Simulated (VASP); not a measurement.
Wanted: the native input for a VASP 6.6.1 run.

```
Task                   : single point
Functional             : PBE
Potentials or basis    : VASP PAW PBE potentials, release 64 (Ti_sv, N)
Cutoff                 : 520 eV
k mesh                 : 18 × 18 × 18
Occupations            : gaussian, width 0.1 eV
Spin                   : no spin polarisation
Dipole correction      : no
Further INCAR settings : ALGO = Normal; EDIFF = 1e-07; NBANDS = 16
```

The structure of TiN lies in POSCAR:

```
TiN
1.0
    0.0000000000      2.1019157567      2.1019157567
    2.1019157567      0.0000000000      2.1019157567
    2.1019157567      2.1019157567      0.0000000000
Ti N
1 1
Direct
    0.0000000000      0.0000000000      0.0000000000
    0.5000000000      0.5000000000      0.5000000000
```

One way to write it, as run:

INCAR

```
ALGO = Normal ; EDIFF = 1E-7
ENCUT = 520 ; GGA = PE
ISIF = 2 ; ISMEAR = 0
LASPH = T ; LCHARG = T
LELF = T ; LREAL = F
LVHAR = T ; LWAVE = F
NBANDS = 16 ; NELM = 60
PREC = Accurate ; SIGMA = 0.1
```

KPOINTS

```
k-points
0
Gamma
  18 18 18
```

Potentials or basis: VASP PAW PBE potentials, release 64 (Ti_sv, N).

The run is started by

```bash
$ cat potpaw_PBE.64/Ti_sv/POTCAR potpaw_PBE.64/N/POTCAR > POTCAR
$ mpirun -np 1 vasp_std > vasp.out
```

It gave:

- Pressure: 9.5 GPa
- Band gap on the k mesh: zero (an odd number of electrons rules out a gap without spin polarisation)

Caveat: the cell stands under pressure.

It took 85 s on 1 thread of Intel Xeon 8259CL, with other jobs on the host, peak memory 0.19 GiB.
